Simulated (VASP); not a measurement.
# C (P6_3/mmc) in VASP: phonons with PBE+D3(BJ)

Aim: the phonons of C with PBE+D3(BJ).

Program: VASP 6.6.1. These are calculated values, not measurements. Logs are shortened: lines on timing, memory, paths and dates and some standing lists are left out, and cuts for length are marked.

### Step 1. The cell of the first run

It takes space group P6_3/mmc (No. 194, hexagonal). Conventional cell: a = 2.465 Å, b = 2.465 Å, c = 6.738 Å, α = 90.00°, β = 90.00°, γ = 120.00°. Within 1.9 Å of C (site symmetry -6m2) lie 3 C at 1.42 Å. C (site symmetry -6m2) has 3 C at 1.42 Å within 1.9 Å.

### Step 2. Phonons, PBE+D3(BJ)

INCAR reads:

```
SYSTEM = C
PREC = Accurate
ENCUT = 520
EDIFF = 1E-8
ISMEAR = -1
SIGMA = 0.15
LREAL = .False.
LASPH = .True.
NELM = 60
ALGO = Normal
ISIF = 2
LWAVE = .False.
LCHARG = .False.
GGA = PE
IVDW = 12
IBRION = 6
NFREE = 2
POTIM = 0.015
NSW = 1
```

KPOINTS reads:

```
Automatic mesh
0
Gamma
  18 18 6
  0 0 0
```

POSCAR reads:

```
C
1.0
    2.4649796689      0.0000000000      0.0000000000
   -1.2324898345      2.1347350131      0.0000000000
    0.0000000000      0.0000000000      6.7384331569
C
4
Direct
    0.0000000000      0.0000000000      0.0025000000
    0.0000000000      0.0000000000      0.5025000000
    0.3333333333      0.6666666667      0.0025000000
    0.6666666667      0.3333333333      0.5025000000
```

Potentials or basis: VASP PAW PBE potentials, release 64 (C).

The run is started by

```bash
$ cat potpaw_PBE.64/C/POTCAR > POTCAR
$ mpirun -np 1 vasp_std > vasp.out
```

OUTCAR:

```text
SYSTEM = C
   PREC = Accurate
   ENCUT = 520
   EDIFF = 1E-8
   ISMEAR = -1
   LREAL = .False.
   LASPH = .True.
   NELM = 60
   ISIF = 2
   GGA = PE
   IVDW = 12
   IBRION = 6
   NFREE = 2
   POTIM = 0.015
   NSW = 1
 IVDW          = 12

 ion  position               nearest neighbor table
   1  0.000  0.000  0.002-   3 1.42   3 1.42   3 1.42
   2  0.000  0.000  0.502-   4 1.42   4 1.42   4 1.42
   3  0.333  0.667  0.002-   1 1.42   1 1.42   1 1.42
   4  0.667  0.333  0.502-   2 1.42   2 1.42   2 1.42

  LATTYP: Found a hexagonal cell.
 ALAT       =     2.4649796689
 C/A-ratio  =     2.7336668298

  Lattice vectors:

 A1 = (   2.4649796689,   0.0000000000,   0.0000000000)
 A2 = (  -1.2324898345,   2.1347350131,   0.0000000000)
 A3 = (   0.0000000000,   0.0000000000,   6.7384331569)

Analysis of symmetry for initial positions (statically):
=====================================================================
 Subroutine PRICEL returns:
 Original cell was already a primitive cell.

 Routine SETGRP: Setting up the symmetry group for a
 hexagonal supercell.

 Subroutine GETGRP returns: Found 24 space group operations
 (whereof  6 operations were pure point group operations)
 out of a pool of 24 trial point group operations.

The static configuration has the point symmetry C_3v.
 The point group associated with its full space group is D_6h.

Analysis of symmetry for dynamics (positions and initial velocities):
=====================================================================
 Subroutine PRICEL returns:
 Original cell was already a primitive cell.

 Routine SETGRP: Setting up the symmetry group for a
 hexagonal supercell.

 Subroutine GETGRP returns: Found 24 space group operations
 (whereof  6 operations were pure point group operations)
 out of a pool of 24 trial point group operations.

The dynamic configuration has the point symmetry C_3v.
 The point group associated with its full space group is D_6h.

 Subroutine INISYM returns: Found 24 space group operations
 (whereof  6 operations are pure point group operations),
 and found     1 'primitive' translations

----------------------------------------------------------------------------------------

                                     Primitive cell

  volume of cell :      35.4582

  direct lattice vectors                    reciprocal lattice vectors
     2.464979669  0.000000000  0.000000000     0.405682859  0.234221108  0.000000000
    -1.232489834  2.134735013  0.000000000     0.000000000  0.468442216  0.000000000
     0.000000000  0.000000000  6.738433157     0.000000000  0.000000000  0.148402452

  length of vectors
     2.464979669  2.464979669  6.738433157     0.468442216  0.468442216  0.148402452

  position of ions in fractional coordinates (direct lattice)
     0.000000000  0.000000000  0.002500000
     0.000000000  0.000000000  0.502500000
     0.333333333  0.666666667  0.002500000
     0.666666667  0.333333333  0.502500000

  ion indices of the primitive-cell ions
   primitive index   ion index
                 1           1
                 2           2
                 3           3
                 4           4

----------------------------------------------------------------------------------------

 KPOINTS: Automatic mesh

Automatic generation of k-mesh.
 Grid dimensions read from file:
 generate k-points for:   18   18    6

 Generating k-lattice:

  Cartesian coordinates                     Fractional coordinates (reciprocal lattice)
     0.022537937  0.013012284  0.000000000     0.055555556  0.000000000  0.000000000
     0.000000000  0.026024568  0.000000000     0.000000000  0.055555556  0.000000000
     0.000000000  0.000000000  0.024733742     0.000000000  0.000000000  0.166666667

  Length of vectors
     0.026024568  0.026024568  0.024733742

  Shift w.r.t. Gamma in fractional coordinates (k-lattice)
     0.000000000  0.000000000  0.000000000

 Subroutine IBZKPT returns following result:
 ===========================================

 Found    148 irreducible k-points:

 Following reciprocal coordinates:
            Coordinates               Weight
  0.000000  0.000000  0.000000      1.000000
  0.055556  0.000000  0.000000      6.000000
  0.111111  0.000000  0.000000      6.000000
  0.166667  0.000000  0.000000      6.000000
  0.222222  0.000000  0.000000      6.000000
  0.277778  0.000000  0.000000      6.000000
[... 16 lines left out ...]
  0.333333  0.111111  0.000000     12.000000
  0.388889  0.111111  0.000000     12.000000
 [... further k-points ...]
   k-points           NKPTS =    148   k-points in BZ     NKDIM =    148   number of bands    NBANDS=     12
   number of dos      NEDOS =    301   number of ions     NIONS =      4
   total plane-waves  NPLWV =  16200
   dimension x,y,z NGX =    18 NGY =   18 NGZ =   50
   dimension x,y,z NGXF=    36 NGYF=   36 NGZF=  100
   ions per type =               4
   NGX,Y,Z   is equivalent  to a cutoff of  12.14, 12.14, 12.34 a.u.
   NGXF,Y,Z  is equivalent  to a cutoff of  24.28, 24.28, 24.67 a.u.
 SYSTEM =  C
   PREC   = accura    normal or accurate (medium, high low for compatibility)
   ISTART =      0    job   : 0-new  1-cont  2-samecut
   ICHARG =      2    charge: 1-file 2-atom 10-const
   ISPIN  =      1    spin polarized calculation?
   LNONCOLLINEAR =      F non collinear calculations
   LSORBIT =      F    spin-orbit coupling
   LASPH  =      T    aspherical Exc in radial PAW
   ENCUT  =  520.0 eV  38.22 Ry    6.18 a.u.   4.58  4.58 12.53*2*pi/ulx,y,z
   NELM   =     60;   NELMIN=  2; NELMDL= -5     # of ELM steps
   EDIFF  = 0.1E-07   stopping-criterion for ELM
   LREAL  =      F    real-space projection
   EDIFFG = 0.1E-06   stopping-criterion for IOM
   NSW    =     85    number of steps for IOM
   IBRION =      6    ionic relax: 0-MD 1-quasi-New 2-CG
   NFREE  =      2    steps in history (QN), initial steepest desc. (CG)
   ISIF   =      2    stress and relaxation
   ISYM   =      2    0-nonsym 1-usesym 2-fastsym
   POTIM  = 0.0150    time-step for ionic-motion
   TEBEG  =    0.0;   TEEND  =   0.0 temperature during run
   PSTRESS=    0.0 pullay stress
   NELECT =      16.0000    total number of electrons
   NUPDOWN=      -1.0000    fix difference up-down
   EMIN   =  10.00;   EMAX   =-10.00  energy-range for DOS
   EFERMI =   0.00;   METHOD = LEGACY
   ISMEAR =    -1;   SIGMA  =   0.15  broadening in eV -4-tet -1-fermi 0-gaus
   EFERMI_NEDOS =   21; number of points for ismear=-14 and -15
   IALGO  =     38    algorithm
   IMIX   =      4    mixing-type and parameters
     AMIX     =   0.40;   BMIX     =  1.00
     AMIX_MAG =   1.60;   BMIX_MAG =  1.00
  volume/ion in A,a.u.               =       8.86        59.82
  Fermi-wavevector in a.u.,A,eV,Ry     =   1.255672  2.372875 21.452458  1.576711
  Thomas-Fermi vector in A             =   2.389417
   LORBIT       =      0    0 simple, 1 ext, 2 COOP (PROOUT), +10 PAW based schemes
   GGA     = PE    functional components
   LHFCALC =     F    Hartree Fock is set to
   AEXX    =    0.0000 exact exchange contribution
   IVDW    =    12    specifies the selected vdW correction
   LEPSILON=     F    determine dielectric tensor
   LRPA    =     F    only Hartree local field effects (RPA)
 finite differences with symmetry
 non-spin polarized calculation
  energy-cutoff  :      520.00
  volume of cell :       35.46
 maximum number of plane-waves:       979
   NGX =  9   NGY =  9   NGZ = 25

--------------------------------------- Ionic step        1  -------------------------------------------

 number of electron      15.9999995 magnetization

 Free energy of the ion-electron system (eV)
  ---------------------------------------------------
  ext. energy  EPLUGINS =         0.00000000
  ---------------------------------------------------
  free energy    TOTEN  =       -36.84974155 eV

  energy without entropy =      -36.84454619  energy(sigma->0) =      -36.84714387

------------------------ aborting loop because EDIFF is reached ----------------------------------------

 Edisp (eV)   -0.62221

 E8    (eV) :    -0.1762
[... 327 lines left out ...]
--------------------------------------- Ionic step        9  -------------------------------------------

 number of electron      15.9999995 magnetization

 Free energy of the ion-electron system (eV)
  ---------------------------------------------------
  ext. energy  EPLUGINS =         0.00000000
  ---------------------------------------------------
  free energy    TOTEN  =       -36.84784329 eV

  energy without entropy =      -36.84264633  energy(sigma->0) =      -36.84524481

 E-fermi :   4.6478     XC(G=0): -10.2944

 val. band max:        4.6446743489   @ k =   0.3333   0.3333   0.3333
 cond. band min:       4.6522419598   @ k =   0.3333   0.3333   0.5000
 fundamental gap:      0.0075676108
 Fermi energy:         4.6477713007

 k-point     1 :       0.0000    0.0000    0.0000
  band No.  band energies     occupation
      1     -15.0068      2.00000
      2     -14.7163      2.00000
      3      -3.8547      2.00000
      4      -1.9294      2.00000
      5       1.6237      2.00000
      6       1.6237      2.00000
      7       1.6415      2.00000
      8       1.6415      2.00000
      9       8.8895      0.00000
     10      12.9630      0.00000
     11      12.9644      0.00000
     12      13.0129      0.00000
[... 331 lines left out ...]
 k-point    24 :       0.3889    0.1111    0.0000
  band No.  band energies     occupation
      1     -10.2729      2.00000
      2     -10.0728      2.00000
      3      -7.6195      2.00000
      4      -7.4640      2.00000
      5      -2.6085      2.00000
      6      -2.5347      2.00000
      7       1.5493      2.00000
      8       2.6618      2.00000
      9       6.4750      0.00001
     10       7.2557      0.00000
     11      13.1094      0.00000
     12      13.5250      0.00000

 [... further k-points ...]

------------------------ aborting loop because EDIFF is reached ----------------------------------------

 Edisp (eV)   -0.62221

 E8    (eV) :    -0.1762
[... 27 lines left out ...]
  FREE ENERGIE OF THE ION-ELECTRON SYSTEM (eV)
  ---------------------------------------------------
  free  energy   TOTEN  =       -37.4700559217 eV

  energy  without entropy=      -37.4648589604  energy(sigma->0) =      -37.46745744

 INTERNAL STRAIN TENSORS FROM DISPLACED ATOMS
 ============================================

 INTERNAL STRAIN TENSOR FOR ION    1 for displacements in x,y,z  (eV/Angst):
          X           Y           Z          XY          YZ          ZX
  --------------------------------------------------------------------------------
  x     0.00000    -0.00000     0.00000   -11.32989     0.00000     0.00000
  y   -11.32989    11.32989     0.00000    -0.00000     0.00000     0.00000
  z    -0.00000     0.00000     0.00000     0.00000     0.00000     0.00000

 INTERNAL STRAIN TENSOR FOR ION    4 for displacements in x,y,z  (eV/Angst):
          X           Y           Z          XY          YZ          ZX
  --------------------------------------------------------------------------------
  x     0.00000    -0.00000    -0.00000   -11.43720     0.00000     0.00000
  y   -11.43720    11.43720     0.00000    -0.00000     0.00000     0.00000
  z     0.00000     0.00000     0.00000     0.00000     0.00000    -0.00000

 Eigenvectors and eigenvalues of the dynamical matrix
 ----------------------------------------------------

   1 f  =   46.859851 THz   294.429130 2PiTHz 1563.076396 cm-1   193.796687 meV
             X         Y         Z           dx          dy          dz
      0.000000  0.000000  0.016846    -0.278727    0.415096    0.000000
      0.000000  0.000000  3.386063    -0.278727    0.415096    0.000000
     -0.000000  1.423157  0.016846     0.278734   -0.415107    0.000000
      1.232490  0.711578  3.386063     0.278734   -0.415107    0.000000
[... 50 lines left out ...]
   9 f  =    1.081087 THz     6.792668 2PiTHz   36.061173 cm-1     4.471014 meV
             X         Y         Z           dx          dy          dz
      0.000000  0.000000  0.016846    -0.414394   -0.279893    0.000000
      0.000000  0.000000  3.386063     0.414394    0.279893    0.000000
     -0.000000  1.423157  0.016846    -0.414291   -0.279823    0.000000
      1.232490  0.711578  3.386063     0.414291    0.279823    0.000000

  10 f/i=    0.000061 THz     0.000385 2PiTHz    0.002043 cm-1     0.000253 meV
             X         Y         Z           dx          dy          dz
      0.000000  0.000000  0.016846    -0.000000    0.000000   -0.500001
      0.000000  0.000000  3.386063    -0.000000    0.000000   -0.500001
     -0.000000  1.423157  0.016846    -0.000000    0.000000   -0.499999
      1.232490  0.711578  3.386063    -0.000000    0.000000   -0.499999

  11 f/i=    0.000572 THz     0.003594 2PiTHz    0.019082 cm-1     0.002366 meV
             X         Y         Z           dx          dy          dz
      0.000000  0.000000  0.016846     0.021463   -0.499545   -0.000000
      0.000000  0.000000  3.386063     0.021463   -0.499545   -0.000000
     -0.000000  1.423157  0.016846     0.021462   -0.499533   -0.000000
      1.232490  0.711578  3.386063     0.021462   -0.499533   -0.000000

  12 f/i=    0.000572 THz     0.003594 2PiTHz    0.019082 cm-1     0.002366 meV
             X         Y         Z           dx          dy          dz
      0.000000  0.000000  0.016846     0.499545    0.021463   -0.000000
      0.000000  0.000000  3.386063     0.499545    0.021463   -0.000000
     -0.000000  1.423157  0.016846     0.499533    0.021462   -0.000000
      1.232490  0.711578  3.386063     0.499533    0.021462   -0.000000

 ELASTIC MODULI CONTR FROM IONIC RELAXATION (kBar)
 Direction    XX          YY          ZZ          XY          YZ          ZX
 --------------------------------------------------------------------------------
 XX        -226.8262    226.8262      0.0000      0.0000      0.0000     -0.0000
 YY         226.8262   -226.8262     -0.0000      0.0000      0.0000      0.0000
 ZZ           0.0000     -0.0000     -0.0000     -0.0000      0.0000     -0.0000
 XY           0.0000      0.0000     -0.0000   -226.8262      0.0000      0.0000
 YZ           0.0000      0.0000      0.0000      0.0000      0.0000      0.0000
 ZX          -0.0000      0.0000     -0.0000      0.0000      0.0000     -0.0000
 --------------------------------------------------------------------------------
```

It took 12 min on 1 thread of Intel Xeon Platinum 8488C (Sapphire Rapids), shared host; peak memory 0.48 GiB.

Results:

| Property | Result |
| --- | --- |
| Highest phonon frequency at Γ | 1563 cm⁻¹ |
| Dispersion energy per atom | -0.156 eV |

Phonon frequencies in cm⁻¹ (negative: imaginary):
```csv
q point,frequencies
"(0.000, 0.000, 0.000)",0 0 0 36 36 123 865 869 1559 1559 1563 1563
```
